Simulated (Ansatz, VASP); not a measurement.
## PtSe in VASP and in Ansatz

```
Pt Se
1.0
     4.29141    0.00000    0.00000
    -2.14571    3.71647    0.00000
     0.00000    0.00000    7.02834
Pt Se
2 2
Direct
  0.66667 0.33333 0.00000
  0.33333 0.66667 0.50000
  0.66667 0.33333 0.62520
  0.33333 0.66667 0.12520
```

Alike in both runs: task single point; functional PBE; k mesh 5 × 5 × 3; occupations gaussian, width 0.05 eV; collinear spin; Hubbard terms Pt d U = 1.0 eV.

|  | VASP | Ansatz |
| --- | --- | --- |
| version | VASP 6.6.1 | Ansatz 0.2.0 |
| potentials or method | VASP PAW PBE potentials, release 64 (Pt, Se), cutoff 520 eV | scalar-relativistic, plane waves, PAW |
| valence electrons in the cell | 32 | 68 |

|  | VASP | Ansatz | Ansatz less VASP |
| --- | --- | --- | --- |
| gap on the k mesh at the Fermi level (eV) | none | none | - |
| pressure (GPa) | -11.2 | -10.9 | +0.29 |
| traceless stress, the component that is largest in VASP (GPa) | -0.74 | -0.76 | -0.016 |
| rms of the force components (eV/Å) | 0.082 | 0.084 | +0.0019 |
| net moment per atom (μB) | 0.00 | 0.00 | 0.000 |

The programs project onto different local orbitals, so the same U acts differently, and such runs can settle in different states. Atom by atom the forces differ by 0.002 eV/Å (rms over components). A gap of «none» marks a metal or a gap that the smearing closes. VASP's potentials hold 32 valence electrons a cell and Ansatz's 68, so a difference there can come from the potentials and not from the codes. Ansatz's warnings: filled band counts differ across k points, seeded moment not kept, specified occupation not kept, symmetry narrowed by occupation matrices.

Spin-orbit coupling is off throughout.
